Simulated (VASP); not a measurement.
A run of VASP 6.6.1 is set up as follows.

Contents of POSCAR:

```
GaCo
1.0
    2.8192488209      0.0000000000      0.0000000000
    0.0000000000      2.8192488209      0.0000000000
    0.0000000000      0.0000000000      2.8192488209
Ga Co
1 1
Direct
    0.5000000000      0.5000000000      0.5000000000
    0.0000000000      0.0000000000      0.0000000000
```

INCAR.step1

```
PREC     = Accurate       # precision mode
ENCUT    = 520            # plane-wave cutoff, eV
ISMEAR   = -5             # smearing method
SIGMA    = 0.1            # smearing width, eV
LREAL    = False          # projectors in reciprocal space
LASPH    = True           # aspherical terms in the spheres
NELM     = 150            # most SCF steps
ISPIN    = 2              # spin polarisation
MAGMOM   = 0 2            # initial moments
LMAXMIX  = 4              # l up to which the mixer works
LDAU     = True           # DFT+U
LDAUTYPE = 2            
LDAUL    = -1 2           # shell
LDAUU    = 0 6.2          # U, eV
LDAUJ    = 0 0          
NBANDS   = 22             # bands
GGA      = PE             # functional
ALGO     = Normal         # electronic algorithm
EDIFF    = 1E-4           # SCF threshold, eV
LWAVE    = True           # write WAVECAR
LCHARG   = False          # write CHGCAR
```

File INCAR.step2:

```
PREC     = Accurate       # precision mode
ENCUT    = 520            # plane-wave cutoff, eV
EDIFF    = 1E-7           # SCF threshold, eV
ISMEAR   = -5             # smearing method
SIGMA    = 0.1            # smearing width, eV
LREAL    = False          # projectors in reciprocal space
LASPH    = True           # aspherical terms in the spheres
NELM     = 150            # most SCF steps
ALGO     = Normal         # electronic algorithm
ISIF     = 2              # what is computed and relaxed
LWAVE    = False          # write WAVECAR
LCHARG   = False          # write CHGCAR
ISPIN    = 2              # spin polarisation
MAGMOM   = 0 2            # initial moments
LORBIT   = 11             # projections on sites
LMAXMIX  = 4              # l up to which the mixer works
LDAU     = True           # DFT+U
LDAUTYPE = 2            
LDAUL    = -1 2           # shell
LDAUU    = 0 6.2          # U, eV
LDAUJ    = 0 0          
LDAUPRINT= 1            
METAGGA  = R2SCAN         # meta-GGA
LMIXTAU  = True         
NBANDS   = 22             # bands
ISTART   = 1
```

Contents of KPOINTS:

```
regular mesh
0
Gamma
  9 9 9
```

Potentials or basis: VASP PAW PBE potentials, release 64 (Ga_d, Co).

Run with:

```sh
$ cat potpaw_PBE.64/Ga_d/POTCAR potpaw_PBE.64/Co/POTCAR > POTCAR
$ cp INCAR.step1 INCAR
$ mpirun -np 1 vasp_std > vasp.out
$ cp INCAR.step2 INCAR
$ mpirun -np 1 vasp_std > vasp.out
```

Problem. Predict the net moment.

Solution. 1.80 μB per cell.

Problem. Estimate the site moments.

Solution. Ga -0.06; Co +1.87 μB.

Problem. What does it give for the pressure?

Solution. 35.7 GPa.

Eigenvalues of the final occupation matrices:
```tsv
site	spin	trace	eigenvalues
site 2 d	1	4.70	0.92 0.92 0.92 0.97 0.97
site 2 d	2	2.86	0.07 0.07 0.90 0.90 0.90
```

Caveat: the PAW data sets were made with another functional, which shifts forces and pressure a little; the U is typed as a test and isn't derived for this compound; tetrahedron occupations give inexact forces and stress in metals. The state reached can hang on the start; a lower one may exist.
